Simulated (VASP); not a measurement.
# MgO (Cm) in VASP: a series of runs

MgO is run at these levels: PBEsol; tasks: single point.

Everything below comes from runs of VASP 6.6.1. Logs are shortened: lines on timing, memory, paths and dates and some standing lists are left out, and cuts for length are marked.

## 1. The cell of the first run

The structure is monoclinic, space group Cm (No. 8). The conventional cell has a = 5.089 Å, b = 2.938 Å, c = 2.680 Å, α = 90.00°, β = 90.00°, γ = 90.00°. Within 2.6 Å of Mg (site symmetry m) lie 6 O at 1.96 to 2.33 Å. O (site symmetry m) has 6 Mg at 1.96 to 2.33 Å within 2.6 Å.

## 2. Single point, PBEsol (atom 1 (Mg) moved by (+0.100, -0.200) A along y and z)

File INCAR:

```
SYSTEM = MgO
PREC = Accurate
ENCUT = 520
EDIFF = 1E-6
ISMEAR = 0
SIGMA = 0.05
LREAL = .False.
LASPH = .True.
NELM = 60
ALGO = Normal
ISIF = 2
LWAVE = .False.
LCHARG = .False.
GGA = PS
NBANDS = 11
```

File KPOINTS:

```
Automatic mesh
0
Gamma
  9 9 8
  0 0 0
```

File POSCAR:

```
MgO
1.0
    2.9380209034      0.0000000000      0.0000000000
   -1.4690104517      2.5444007392      0.0000000000
    0.0000000000      0.0000000000      2.6796800000
Mg O
1 1
Direct
    0.0196509926      0.0393019851     -0.0746357774
    0.3333333333      0.6666666667      0.5000000000
```

Potentials or basis: VASP PAW PBE potentials, release 64 (Mg, O).

Command:

```
$ cat potpaw_PBE.64/Mg/POTCAR potpaw_PBE.64/O/POTCAR > POTCAR
$ mpirun -np 1 vasp_std > vasp.out
```

OUTCAR:

```text
SYSTEM = MgO
   PREC = Accurate
   ENCUT = 520
   EDIFF = 1E-6
   ISMEAR = 0
   LREAL = .False.
   LASPH = .True.
   NELM = 60
   ISIF = 2
   GGA = PS

 ion  position               nearest neighbor table
   1  0.020  0.039  0.925-   2 1.96   2 2.09   2 2.09   2 2.22   2 2.33   2 2.33
   2  0.333  0.667  0.500-   1 1.96   1 2.09   1 2.09   1 2.22   1 2.33   1 2.33

  LATTYP: Found a hexagonal cell.
 ALAT       =     2.9380209034
 C/A-ratio  =     0.9120697531

  Lattice vectors:

 A1 = (   2.9380209034,   0.0000000000,   0.0000000000)
 A2 = (  -1.4690104517,   2.5444007392,   0.0000000000)
 A3 = (   0.0000000000,   0.0000000000,   2.6796800000)

Analysis of symmetry for initial positions (statically):
=====================================================================
 Subroutine PRICEL returns:
 Original cell was already a primitive cell.

 Routine SETGRP: Setting up the symmetry group for a
 hexagonal supercell.

 Subroutine GETGRP returns: Found  2 space group operations
 (whereof  2 operations were pure point group operations)
 out of a pool of 24 trial point group operations.

The static configuration has the point symmetry C_1h.

Analysis of symmetry for dynamics (positions and initial velocities):
=====================================================================
 Subroutine PRICEL returns:
 Original cell was already a primitive cell.

 Routine SETGRP: Setting up the symmetry group for a
 hexagonal supercell.

 Subroutine GETGRP returns: Found  2 space group operations
 (whereof  2 operations were pure point group operations)
 out of a pool of 24 trial point group operations.

The dynamic configuration has the point symmetry C_1h.

 Subroutine INISYM returns: Found  2 space group operations
 (whereof  2 operations are pure point group operations),
 and found     1 'primitive' translations

----------------------------------------------------------------------------------------

                                     Primitive cell

  volume of cell :      20.0320

  direct lattice vectors                    reciprocal lattice vectors
     2.938020903  0.000000000  0.000000000     0.340365175  0.196509926  0.000000000
    -1.469010452  2.544400739  0.000000000     0.000000000  0.393019851  0.000000000
     0.000000000  0.000000000  2.679680000     0.000000000  0.000000000  0.373178887

  length of vectors
     2.938020903  2.938020903  2.679680000     0.393019851  0.393019851  0.373178887

  position of ions in fractional coordinates (direct lattice)
     0.019650993  0.039301985  0.925364223
     0.333333333  0.666666667  0.500000000

  ion indices of the primitive-cell ions
   primitive index   ion index
                 1           1
                 2           2

----------------------------------------------------------------------------------------

 KPOINTS: Automatic mesh

Automatic generation of k-mesh.
 Grid dimensions read from file:
 generate k-points for:    9    9    8

 Generating k-lattice:

  Cartesian coordinates                     Fractional coordinates (reciprocal lattice)
     0.037818353  0.021834436  0.000000000     0.111111111 -0.000000000  0.000000000
     0.000000000  0.043668872  0.000000000     0.000000000  0.111111111  0.000000000
     0.000000000  0.000000000  0.046647361     0.000000000  0.000000000  0.125000000

  Length of vectors
     0.043668872  0.043668872  0.046647361

  Shift w.r.t. Gamma in fractional coordinates (k-lattice)
     0.000000000  0.000000000  0.000000000

 Subroutine IBZKPT returns following result:
 ===========================================

 Found    185 irreducible k-points:

 Following reciprocal coordinates:
            Coordinates               Weight
  0.000000  0.000000  0.000000      1.000000
  0.111111 -0.000000  0.000000      4.000000
  0.000000  0.111111  0.000000      2.000000
  0.222222 -0.000000  0.000000      4.000000
  0.000000  0.222222  0.000000      2.000000
  0.333333 -0.000000  0.000000      4.000000
[... 16 lines left out ...]
 -0.222222 -0.444444  0.000000      4.000000
  0.444444  0.333333  0.000000      4.000000
 [... further k-points ...]
   k-points           NKPTS =    185   k-points in BZ     NKDIM =    185   number of bands    NBANDS=     11
   number of dos      NEDOS =    301   number of ions     NIONS =      2
   total plane-waves  NPLWV =  11520
   dimension x,y,z NGX =    24 NGY =   24 NGZ =   20
   dimension x,y,z NGXF=    48 NGYF=   48 NGZF=   40
   ions per type =               1   1
   NGX,Y,Z   is equivalent  to a cutoff of  13.58, 13.58, 12.41 a.u.
   NGXF,Y,Z  is equivalent  to a cutoff of  27.16, 27.16, 24.82 a.u.
 SYSTEM =  MgO
   PREC   = accura    normal or accurate (medium, high low for compatibility)
   ISTART =      0    job   : 0-new  1-cont  2-samecut
   ICHARG =      2    charge: 1-file 2-atom 10-const
   ISPIN  =      1    spin polarized calculation?
   LNONCOLLINEAR =      F non collinear calculations
   LSORBIT =      F    spin-orbit coupling
   LASPH  =      T    aspherical Exc in radial PAW
   ENCUT  =  520.0 eV  38.22 Ry    6.18 a.u.   5.46  5.46  4.98*2*pi/ulx,y,z
   NELM   =     60;   NELMIN=  2; NELMDL= -5     # of ELM steps
   EDIFF  = 0.1E-05   stopping-criterion for ELM
   LREAL  =      F    real-space projection
   EDIFFG = 0.1E-04   stopping-criterion for IOM
   NSW    =      0    number of steps for IOM
   IBRION =     -1    ionic relax: 0-MD 1-quasi-New 2-CG
   NFREE  =      0    steps in history (QN), initial steepest desc. (CG)
   ISIF   =      2    stress and relaxation
   ISYM   =      2    0-nonsym 1-usesym 2-fastsym
   POTIM  = 0.5000    time-step for ionic-motion
   TEBEG  =    0.0;   TEEND  =   0.0 temperature during run
   PSTRESS=    0.0 pullay stress
   NELECT =       8.0000    total number of electrons
   NUPDOWN=      -1.0000    fix difference up-down
   EMIN   =  10.00;   EMAX   =-10.00  energy-range for DOS
   EFERMI =   0.00;   METHOD = LEGACY
   ISMEAR =     0;   SIGMA  =   0.05  broadening in eV -4-tet -1-fermi 0-gaus
   EFERMI_NEDOS =   21; number of points for ismear=-14 and -15
   IALGO  =     38    algorithm
   IMIX   =      4    mixing-type and parameters
     AMIX     =   0.40;   BMIX     =  1.00
     AMIX_MAG =   1.60;   BMIX_MAG =  1.00
  volume/ion in A,a.u.               =      10.02        67.59
  Fermi-wavevector in a.u.,A,eV,Ry     =   1.205583  2.278221 19.775115  1.453430
  Thomas-Fermi vector in A             =   2.341275
   LORBIT       =      0    0 simple, 1 ext, 2 COOP (PROOUT), +10 PAW based schemes
   GGA     = PS    functional components
   LHFCALC =     F    Hartree Fock is set to
   AEXX    =    0.0000 exact exchange contribution
   IVDW    =     0    specifies the selected vdW correction
   LEPSILON=     F    determine dielectric tensor
   LRPA    =     F    only Hartree local field effects (RPA)
 non-spin polarized calculation
 Gauss-broadening in eV      SIGMA  =   0.05
  energy-cutoff  :      520.00
  volume of cell :       20.03
 maximum number of plane-waves:       562
 NGX is ok and might be reduce to    24
   NGX = 11   NGY = 11   NGZ =  9

 number of electron       7.9999996 magnetization

 Free energy of the ion-electron system (eV)
  ---------------------------------------------------
  ext. energy  EPLUGINS =         0.00000000
  ---------------------------------------------------
  free energy    TOTEN  =       -11.72129303 eV

  energy without entropy =      -11.72129303  energy(sigma->0) =      -11.72129303

 E-fermi :   3.4997     XC(G=0): -10.9338

 val. band max:        3.1958795375   @ k =   0.3333   0.3333   0.0000
 cond. band min:       6.0714826624   @ k =   0.0000   0.0000   0.0000
 fundamental gap:      2.8756031249
 Fermi energy:         3.4997024012

 k-point     1 :       0.0000    0.0000    0.0000
  band No.  band energies     occupation
      1     -14.2255      2.00000
      2       2.4350      2.00000
      3       2.5555      2.00000
      4       2.7380      2.00000
      5       6.0715      0.00000
      6      15.1431      0.00000
      7      18.5158      0.00000
      8      18.7839      0.00000
      9      21.6211      0.00000
     10      25.2563      0.00000
     11      25.3076      0.00000

 k-point     2 :       0.1111   -0.0000    0.0000
  band No.  band energies     occupation
      1     -14.1179      2.00000
      2       1.7131      2.00000
      3       2.3792      2.00000
      4       2.7960      2.00000
      5       6.8352      0.00000
      6      15.0916      0.00000
      7      17.4495      0.00000
      8      18.9645      0.00000
      9      22.7488      0.00000
     10      24.7202      0.00000
     11      26.0264      0.00000

 k-point     3 :       0.0000    0.1111    0.0000
  band No.  band energies     occupation
      1     -14.1168      2.00000
      2       1.6500      2.00000
      3       2.4661      2.00000
      4       2.7957      2.00000
      5       6.7936      0.00000
      6      15.1104      0.00000
      7      17.3043      0.00000
      8      19.0940      0.00000
      9      22.7814      0.00000
     10      25.3283      0.00000
     11      25.4881      0.00000

 k-point     4 :       0.2222   -0.0000    0.0000
  band No.  band energies     occupation
      1     -13.8310      2.00000
      2       0.3039      2.00000
      3       2.1570      2.00000
      4       2.9120      2.00000
      5       8.1658      0.00000
      6      14.2694      0.00000
      7      16.9224      0.00000
      8      19.6721      0.00000
      9      22.9076      0.00000
     10      24.1159      0.00000
     11      26.7426      0.00000
[... 239 lines left out ...]
 k-point    22 :       0.3333    0.2222    0.0000
  band No.  band energies     occupation
      1     -13.1145      2.00000
      2      -1.1856      2.00000
      3       0.4224      2.00000
      4       3.1727      2.00000
      5      11.0081      0.00000
      6      13.4667      0.00000
      7      15.5749      0.00000
      8      21.7049      0.00000
      9      22.6246      0.00000
     10      24.4490      0.00000
     11      25.5448      0.00000

 k-point    23 :      -0.2222   -0.4444    0.0000
  band No.  band energies     occupation
      1     -13.1101      2.00000
      2      -1.2167      2.00000
      3       0.4661      2.00000
      4       3.1642      2.00000
      5      10.8958      0.00000
      6      13.4222      0.00000
      7      15.7294      0.00000
      8      21.7679      0.00000
      9      22.7164      0.00000
     10      24.5135      0.00000
     11      25.4452      0.00000

 k-point    24 :       0.4444    0.3333    0.0000
  band No.  band energies     occupation
      1     -13.1172      2.00000
      2      -1.1636      2.00000
      3       0.3902      2.00000
      4       3.1781      2.00000
      5      11.0390      0.00000
      6      13.6661      0.00000
      7      15.4009      0.00000
      8      21.3260      0.00000
      9      22.5337      0.00000
     10      24.7122      0.00000
     11      25.6203      0.00000

 [... further k-points ...]
[... 5 lines left out ...]
  --------------------------------------------------------------------------------------
  -------------------------------------------------------------------------------------
  Total       -0.2110227      0.1239192      0.0678320      0.0000000     -0.5218236      0.0000000
  in kB      -16.8778266      9.9111924      5.4252742      0.0000000    -41.7360137      0.0000000
  external PRESSURE =      -0.5137867 kB  Pullay stress =       0.0000000 kB

 VOLUME and BASIS-vectors are now :
 -----------------------------------------------------------------------------
  energy-cutoff  :      520.00
  volume of cell :       20.03
      direct lattice vectors                 reciprocal lattice vectors
     2.938020903  0.000000000  0.000000000     0.340365175  0.196509926  0.000000000
    -1.469010452  2.544400739  0.000000000     0.000000000  0.393019851  0.000000000
     0.000000000  0.000000000  2.679680000     0.000000000  0.000000000  0.373178887

 POSITION                                       TOTAL-FORCE (eV/Angst)
 -----------------------------------------------------------------------------------
      0.00000      0.10000      2.47968         0.000000     -0.556201      0.773677
     -0.00000      1.69627      1.33984         0.000000      0.556201     -0.773677
 -----------------------------------------------------------------------------------
    total drift:                                0.000000      0.000061     -0.000394

  FREE ENERGIE OF THE ION-ELECTRON SYSTEM (eV)
  ---------------------------------------------------
  free  energy   TOTEN  =       -11.7212930279 eV

  energy  without entropy=      -11.7212930279  energy(sigma->0) =      -11.72129303
```

Wall time 27 s (1 thread of AMD EPYC 9R45 (Zen 5), shared host); peak memory 0.13 GiB.

What came out:

```yaml
Free_energy: -11.7213 eV
Pressure: -0.1 GPa
Largest_force: 0.953 eV/Å
Band_gap_on_the_k_mesh: 2.88 eV, indirect (least direct gap 3.33 eV)
```

Forces in eV/Å, atoms in the order of the input:
```
Mg   0.000 -0.556  0.774
O    0.000  0.556 -0.774
```

Caveat: the cell differs from its parent crystal (atom 1 (Mg) moved by (+0.100, -0.200) A along y and z); the PAW data sets were made with another functional, which shifts forces and pressure a little. A k mesh can miss the band edges.

## 3. Single point, PBEsol (atom 1 (Mg) moved by (-0.100, -0.100) A along y and z)

File INCAR:

```
ALGO = Normal
EDIFF = 1E-6
ENCUT = 520
GGA = PS
ISIF = 2
ISMEAR = 0
LASPH = T
LCHARG = F
LREAL = F
LWAVE = F
NBANDS = 11
NELM = 60
PREC = Accurate
SIGMA = 0.05
```

File KPOINTS:

```
k-points
0
Gamma
  9 9 8
```

POSCAR: that of step 2 with these lines changed.

```diff
@@ -8,3 +8,3 @@
 Direct
-    0.0196509926      0.0393019851     -0.0746357774
+   -0.0196509926     -0.0393019851     -0.0373178887
     0.3333333333      0.6666666667      0.5000000000
```

Potentials or basis: VASP PAW PBE potentials, release 64 (Mg, O).

Command:

```
$ cat potpaw_PBE.64/Mg/POTCAR potpaw_PBE.64/O/POTCAR > POTCAR
$ mpirun -np 1 vasp_std > vasp.out
```

It took 27 s on 1 thread of AMD EPYC 9R45 (Zen 5), shared host; peak memory 0.13 GiB.

It converged, with:

- Free energy: -11.7833 eV
- Pressure: -2.9 GPa
- Largest force: 0.478 eV/Å
- Band gap on the k mesh: 2.91 eV, indirect (least direct gap 3.33 eV)

Forces in eV/Å, atoms in the order of the input:
```
Mg   0.000  0.300  0.371
O    0.000 -0.300 -0.371
```

Stress tensor (GPa, compression positive):
```
-2.94  0.00  0.00
 0.00 -2.95  1.49
 0.00  1.49 -2.73
```

Levels at points of the mesh, in eV from the valence-band top:
```tsv
k point	band 2	band 3	band 4	band 5	band 6	band 7
(0.00, 0.00, 0.00)	-0.69	-0.56	-0.42	2.91	11.76	15.30
(0.00, 0.00, 0.50)	-5.40	-0.24	0.00	8.15	8.90	17.43
```

Caveat: the cell differs from its parent crystal (atom 1 (Mg) moved by (-0.100, -0.100) A along y and z); the PAW data sets were made with another functional, which shifts forces and pressure a little.

## 4. Single point, PBEsol (atom 1 (Mg) moved by (+0.100, -0.100) A along y and z)

File INCAR:

```
PREC = Accurate
ENCUT = 520
EDIFF = 1E-6
ISMEAR = 0
SIGMA = 0.05
LREAL = F
LASPH = T
NELM = 60
ALGO = Normal
ISIF = 2
LWAVE = F
LCHARG = F
GGA = PS
NBANDS = 11
```

File KPOINTS:

```
regular mesh
0
Gamma
  9 9 8
```

POSCAR: that of step 3 with these lines changed.

```diff
@@ -8,3 +8,3 @@
 Direct
-   -0.0196509926     -0.0393019851     -0.0373178887
+    0.0196509926      0.0393019851     -0.0373178887
     0.3333333333      0.6666666667      0.5000000000
```

Potentials or basis: VASP PAW PBE potentials, release 64 (Mg, O).

Command:

```
$ cat potpaw_PBE.64/Mg/POTCAR potpaw_PBE.64/O/POTCAR > POTCAR
$ mpirun -np 1 vasp_std > vasp.out
```

OUTCAR:

```text
PREC = Accurate
   ENCUT = 520
   EDIFF = 1E-6
   ISMEAR = 0
   LREAL = F
   LASPH = T
   NELM = 60
   ISIF = 2
   GGA = PS

 ion  position               nearest neighbor table
   1  0.020  0.039  0.963-   2 2.02   2 2.14   2 2.14   2 2.15   2 2.26   2 2.26
   2  0.333  0.667  0.500-   1 2.02   1 2.14   1 2.14   1 2.15   1 2.26   1 2.26

  LATTYP: Found a hexagonal cell.
 ALAT       =     2.9380209034
 C/A-ratio  =     0.9120697531

  Lattice vectors:

[... 513 lines left out ...]
      4       3.1607      2.00000
      5      11.0521      0.00000
      6      13.8253      0.00000
      7      15.4065      0.00000
      8      21.3252      0.00000
      9      22.3090      0.00000
     10      24.7959      0.00000
     11      25.2541      0.00000

 [... further k-points ...]
[... 5 lines left out ...]
  --------------------------------------------------------------------------------------
  -------------------------------------------------------------------------------------
  Total       -0.4174120     -0.2962664     -0.3153957      0.0000000     -0.2596754      0.0000000
  in kB      -33.3850637    -23.6957030    -25.2256888      0.0000000    -20.7691181      0.0000000
  external PRESSURE =     -27.4354852 kB  Pullay stress =       0.0000000 kB

 VOLUME and BASIS-vectors are now :
 -----------------------------------------------------------------------------
  energy-cutoff  :      520.00
  volume of cell :       20.03
      direct lattice vectors                 reciprocal lattice vectors
     2.938020903  0.000000000  0.000000000     0.340365175  0.196509926  0.000000000
    -1.469010452  2.544400739  0.000000000     0.000000000  0.393019851  0.000000000
     0.000000000  0.000000000  2.679680000     0.000000000  0.000000000  0.373178887

 POSITION                                       TOTAL-FORCE (eV/Angst)
 -----------------------------------------------------------------------------------
      0.00000      0.10000      2.57968         0.000000     -0.438895      0.378808
     -0.00000      1.69627      1.33984        -0.000000      0.438895     -0.378808
 -----------------------------------------------------------------------------------
    total drift:                                0.000000      0.000029     -0.000202

  FREE ENERGIE OF THE ION-ELECTRON SYSTEM (eV)
  ---------------------------------------------------
  free  energy   TOTEN  =       -11.7787398673 eV

  energy  without entropy=      -11.7787398673  energy(sigma->0) =      -11.77873987
```

stdout:

```text
POSCAR found type information on POSCAR MgO
 POSCAR found :  2 types and       2 ions
 scaLAPACK will be used
 -----------------------------------------------------------------------------
|                                                                             |
|                                                                             |
|     You enforced a specific xc type in the INCAR file but a different       |
|     I HOPE YOU KNOW WHAT YOU ARE DOING!                                     |
|                                                                             |
 -----------------------------------------------------------------------------

 LDA part: xc-table for (Slater+PW92), standard interpolation
 POSCAR, INCAR and KPOINTS ok, starting setup
 FFT: planning ... GRIDC
 FFT: planning ... GRID_SOFT
 FFT: planning ... GRID
 WAVECAR not read
 entering main loop
```

Run time: 27 s. Hardware: 1 thread of AMD EPYC 9R45 (Zen 5), shared host; peak memory 0.13 GiB.

Results:

| Property | Result |
| --- | --- |
| Free energy | -11.7787 eV |
| Pressure | -2.7 GPa |
| Largest force | 0.580 eV/Å |
| Band gap on the k mesh | 2.91 eV, indirect (least direct gap 3.33 eV) |

Forces in eV/Å, atoms in the order of the input:
```
Mg   0.000 -0.439  0.379
O    0.000  0.439 -0.379
```

Stress tensor (GPa, compression positive):
```
-3.34  0.00  0.00
 0.00 -2.37 -2.08
 0.00 -2.08 -2.52
```

Caveat: the cell differs from its parent crystal (atom 1 (Mg) moved by (+0.100, -0.100) A along y and z); the PAW data sets were made with another functional, which shifts forces and pressure a little. A k mesh can miss the band edges.
